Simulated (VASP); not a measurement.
The system is Be3Pd2S.

```xyz
6
Lattice="2.5589 1.4774 3.6638 -2.5589 1.4774 3.6638 0.0000 -2.9547 3.6638" Properties=species:S:1:pos:R:3 pbc="T T T"
Be    0.0000    1.4774    3.6638
Be   -1.2794   -0.7387    3.6638
Be    1.2794   -0.7387    3.6638
Pd    0.0000    0.0000    2.2373
Pd    0.0000    0.0000    8.7540
S     0.0000    0.0000    0.0000
```

The cell was generated, and may not be a known phase.

| Quantity | Value |
| --- | --- |
| Program | VASP 6.6.1 |
| Task | relaxation of cell and atoms |
| Functional | PBE |
| Potentials or basis | VASP PAW PBE potentials, release 64 (Be, Pd, S) |
| Cutoff | 600 eV |
| k mesh | 6 × 6 × 6 |
| Occupations | gaussian, width 0.1 eV |
| Spin | no spin polarisation |

At the start: pressure 16.4 GPa; volume 13.85 Å³/atom.

Q: Where does the relaxation end?

A: Over 12 steps the energy falls by 176.2 meV/atom and the volume is 13.86 Å³/atom (+0.1 %); space group R-3m (No. 166, to 0.1 Å) before and after.

The path:
```csv
step,energy change (eV),largest force (eV/Å),pressure (GPa),volume (Å³)
1,0.0000,1.1580,16.45,83.10
2,-0.5630,0.5129,-8.44,101.11
3,-0.7786,0.0217,-1.97,94.06
4,-0.8591,0.2249,-1.53,92.24
5,-0.9497,0.6353,-0.23,88.50
6,-0.8234,1.3535,5.09,80.71
7,-0.9622,0.8035,0.60,86.79
8,-1.0217,0.3990,-1.10,86.05
9,-1.0347,0.1755,-1.99,85.51
10,-1.0520,0.0103,1.33,81.91
11,-1.0560,0.0742,0.25,82.94
12,-1.0570,0.0118,-0.04,83.16
```

Final structure:
```
Be Pd S
1.0
     2.37210    1.36953    4.26620
    -2.37210    1.36953    4.26620
     0.00000   -2.73907    4.26620
Be Pd S
3 2 1
Direct
  0.50000 0.50000 0.00000
  0.00000 0.50000 0.50000
  0.50000 0.00000 0.50000
  0.18927 0.18927 0.18927
  0.81073 0.81073 0.81073
  0.00000 0.00000 0.00000
```
